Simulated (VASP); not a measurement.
# Nb (Fm-3m) in VASP: notebook, part 2 of 2

VASP 6.6.1.

### Step 4. Relaxation of cell and atoms, LDA, target pressure 1.1 GPa, at which the enthalpy is minimised

Contents of INCAR:

```
SYSTEM = Nb
ALGO     = Normal         ! electronic algorithm
EDIFF    = 1E-6           ! SCF threshold, eV
EDIFFG   = -0.005         ! ionic threshold
ENCUT    = 600            ! plane-wave cutoff, eV
GGA      = CA             ! functional
IBRION   = 2              ! ionic algorithm
ISIF     = 3              ! what is computed and relaxed
ISMEAR   = -1             ! smearing method
LASPH    = .TRUE.         ! aspherical terms in the spheres
LCHARG   = .FALSE.        ! write CHGCAR
LREAL    = .FALSE.        ! projectors in reciprocal space
LWAVE    = .FALSE.        ! write WAVECAR
NELM     = 80             ! most SCF steps
NSW      = 32             ! ionic steps
PREC     = Accurate       ! precision mode
PSTRESS  = 11.0         
SIGMA    = 0.05           ! smearing width, eV
```

Contents of KPOINTS:

```
k-points
0
G
  16 16 16
  0 0 0
```

Contents of POSCAR:

```
Nb
1.0
    0.0000000000      2.0657341353      2.0657341353
    2.0657341353      0.0000000000      2.0657341353
    2.0657341353      2.0657341353      0.0000000000
Nb
1
Direct
    0.0000000000      0.0000000000      0.0000000000
```

Potentials or basis: VASP PAW LDA potentials, release 64 (Nb_sv).

Command:

```console
cat potpaw_LDA.64/Nb_sv/POTCAR > POTCAR
mpirun -np 1 vasp_std > vasp.out
```

OUTCAR:

```text
SYSTEM = Nb
   EDIFF = 1E-6
   EDIFFG = -0.005
   ENCUT = 600
   GGA = CA
   IBRION = 2
   ISIF = 3
   ISMEAR = -1
   LASPH = .TRUE.
   LREAL = .FALSE.
   NELM = 80
   NSW = 32
   PREC = Accurate
   PSTRESS = 11.0

 ion  position               nearest neighbor table
   1  0.000  0.000  0.000-

  LATTYP: Found a face centered cubic cell.
 ALAT       =     4.1314682706

  Lattice vectors:

 A1 = (   0.0000000000,   2.0657341353,   2.0657341353)
 A2 = (   2.0657341353,   0.0000000000,   2.0657341353)
 A3 = (   2.0657341353,   2.0657341353,   0.0000000000)

Analysis of symmetry for initial positions (statically):
=====================================================================
 Subroutine PRICEL returns:
 Original cell was already a primitive cell.

 Routine SETGRP: Setting up the symmetry group for a
 face centered cubic supercell.

 Subroutine GETGRP returns: Found 48 space group operations
 (whereof 48 operations were pure point group operations)
 out of a pool of 48 trial point group operations.

The static configuration has the point symmetry O_h .

Analysis of symmetry for dynamics (positions and initial velocities):
=====================================================================
 Subroutine PRICEL returns:
 Original cell was already a primitive cell.

 Routine SETGRP: Setting up the symmetry group for a
 face centered cubic supercell.

 Subroutine GETGRP returns: Found 48 space group operations
 (whereof 48 operations were pure point group operations)
 out of a pool of 48 trial point group operations.

The dynamic configuration has the point symmetry O_h .

 Subroutine INISYM returns: Found 48 space group operations
 (whereof 48 operations are pure point group operations),
 and found     1 'primitive' translations

----------------------------------------------------------------------------------------

[... 118 lines left out ...]
   IVDW    =     0    specifies the selected vdW correction
   LEPSILON=     F    determine dielectric tensor
   LRPA    =     F    only Hartree local field effects (RPA)
 conjugate gradient relaxation of ions
 non-spin polarized calculation
  energy-cutoff  :      600.00
  volume of cell :       17.63
 maximum number of plane-waves:       609
   NGX = 11   NGY = 11   NGZ = 11

--------------------------------------- Ionic step        1  -------------------------------------------

 number of electron      13.0000000 magnetization

 Free energy of the ion-electron system (eV)
  ---------------------------------------------------
  ext. energy  EPLUGINS =         0.00000000
  ---------------------------------------------------
  free energy    TOTEN  =       -10.89488591 eV

  energy without entropy =      -10.88183541  energy(sigma->0) =      -10.88836066

------------------------ aborting loop because EDIFF is reached ----------------------------------------

  FORCE on cell =-STRESS in cart. coord.  units (eV):
  Direction    XX          YY          ZZ          XY          YZ          ZX
  --------------------------------------------------------------------------------------
  -------------------------------------------------------------------------------------
  Total        0.1094752      0.1094752      0.1094752     -0.0000000      0.0000000     -0.0000000
  in kB        9.9488540      9.9488540      9.9488540     -0.0000000      0.0000000     -0.0000000
  external PRESSURE =      -1.0511460 kB  Pullay stress =      11.0000000 kB
[... 61 lines left out ...]
--------------------------------------- Ionic step        3  -------------------------------------------

 number of electron      13.0000000 magnetization

 Free energy of the ion-electron system (eV)
  ---------------------------------------------------
  ext. energy  EPLUGINS =         0.00000000
  ---------------------------------------------------
  free energy    TOTEN  =       -10.89482053 eV

  energy without entropy =      -10.88177511  energy(sigma->0) =      -10.88829782

 E-fermi :  11.6770     XC(G=0): -12.8303

 val. band max:       11.6713659403   @ k =  -0.4375   0.2500   0.0000
 cond. band min:      11.6934128313   @ k =  -0.3125   0.4375   0.1250
 fundamental gap:      0.0220468910
 Fermi energy:        11.6769985742

 k-point     1 :       0.0000    0.0000    0.0000
  band No.  band energies     occupation
      1     -42.7472      2.00000
      2     -18.1576      2.00000
      3     -18.1576      2.00000
      4     -18.1576      2.00000
      5       5.3306      2.00000
      6      11.7112      0.67109
      7      11.7112      0.67109
      8      11.7112      0.67109
      9      14.5253      0.00000
     10      14.5253      0.00000
[... 287 lines left out ...]
 k-point    24 :      -0.0625    0.0625    0.0000
  band No.  band energies     occupation
      1     -42.7222      2.00000
      2     -18.3026      2.00000
      3     -18.1992      2.00000
      4     -18.1669      2.00000
      5       5.7423      2.00000
      6      11.3796      1.99479
      7      11.8864      0.02988
      8      11.9343      0.01158
      9      14.1976      0.00000
     10      14.5250      0.00000

 [... further k-points ...]
[... 5 lines left out ...]
  --------------------------------------------------------------------------------------
  -------------------------------------------------------------------------------------
  Total        0.1227508      0.1227508      0.1227508      0.0000000      0.0000000     -0.0000000
  in kB       11.1615833     11.1615833     11.1615833      0.0000000      0.0000000     -0.0000000
  external PRESSURE =       0.1615833 kB  Pullay stress =      11.0000000 kB
[... 20 lines left out ...]
  energy  without entropy=      -10.8817751115  energy(sigma->0) =      -10.88829782

  enthalpy is  TOTEN    =       -10.7738467674 eV   P V=        0.1209737628

 reached required accuracy - stopping structural energy minimisation
```

OSZICAR:

```text
N       E                     dE             d eps       ncg     rms          rms(c)
DAV:   1     0.136664325388E+03    0.13666E+03   -0.81856E+03  2916   0.147E+03
DAV:   2    -0.432229815550E+01   -0.14099E+03   -0.13777E+03  3202   0.501E+02
DAV:   3    -0.109987438744E+02   -0.66764E+01   -0.63227E+01  4530   0.955E+01
[... 20 lines left out ...]
DAV:   2    -0.108948295150E+02    0.17150E-03   -0.42836E-04  4400   0.318E-01    0.291E-02
DAV:   3    -0.108948127996E+02    0.16715E-04   -0.13224E-04  4470   0.140E-01    0.175E-02
DAV:   4    -0.108948168193E+02   -0.40197E-05   -0.44776E-06  3206   0.229E-02    0.100E-02
DAV:   5    -0.108948206218E+02   -0.38024E-05   -0.12920E-05  4810   0.269E-02    0.423E-03
DAV:   6    -0.108948205302E+02    0.91539E-07   -0.15263E-07  1648   0.574E-03
   3 F= -.10773847E+02 E0= -.10767324E+02  d E =-.265760E-05
```

Wall time 43 s (1 thread of Intel Xeon 8259CL, shared host); peak memory 0.16 GiB.

Results:

| Property | Result |
| --- | --- |
| Free energy | -10.8948 eV |
| Relaxed volume | 17.62 Å³/atom |
| Relaxed cell | a = 2.921 Å, b = 2.921 Å, c = 2.921 Å, α = 60.00°, β = 60.00°, γ = 60.00° |
| Space group after relaxing (to 0.1 Å) | Fm-3m (No. 225) |
| Energy change on relaxing (the run minimises the enthalpy) | +0.1 meV/atom |
| Ionic steps | 3 |
| Pressure after relaxing | 1.1 GPa |
| Band gap on the k mesh | zero (an odd number of electrons rules out a gap without spin polarisation) |

Final structure:
```
CELL_PARAMETERS angstrom
0.00000 2.06535 2.06535
2.06535 0.00000 2.06535
2.06535 2.06535 0.00000
ATOMIC_POSITIONS crystal
Nb 0.00000 0.00000 0.00000
```

Caveat: the cell is relaxed towards a set pressure, so the run minimises the enthalpy, not the energy.
